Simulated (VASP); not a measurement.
The system is Ti.

```
Ti
1.0
    -1.60384    1.60384    1.60384
     1.60384   -1.60384    1.60384
     1.60384    1.60384   -1.60384
Ti
1
Cartesian
  0.0000 0.0000 0.0000
```

This cell differs from its parent crystal: functional pbe, volume scaled by 0.96.

Base run:

* Program: VASP 6.6.1
* Functional: PBE
* Potentials or basis: VASP PAW PBE potentials, release 64 (Ti_sv)
* Cutoff: 520 eV
* k mesh: 18 × 18 × 18
* Occupations: fermi-dirac, width 0.05 eV
* Spin: no spin polarisation

Its results: band gap on the k mesh zero (band 6 reaches 9.66 eV, above the bottom of band 7 at 8.04 eV); pressure 4.8 GPa.

Problem. The run is repeated on the same cell with these changes: functional from PBE to RPBE; further incar settings from ALGO = Normal; EDIFF = 1e-08; NBANDS = 12 to ALGO = Normal; EDIFF = 1e-06; NBANDS = 12. What comes out?

Solution. Band gap on the k mesh zero (band 6 reaches 9.79 eV, above the bottom of band 7 at 8.15 eV); pressure 8.3 GPa.

Caveats: the PAW data sets were made with another functional, which shifts forces and pressure a little (some runs).
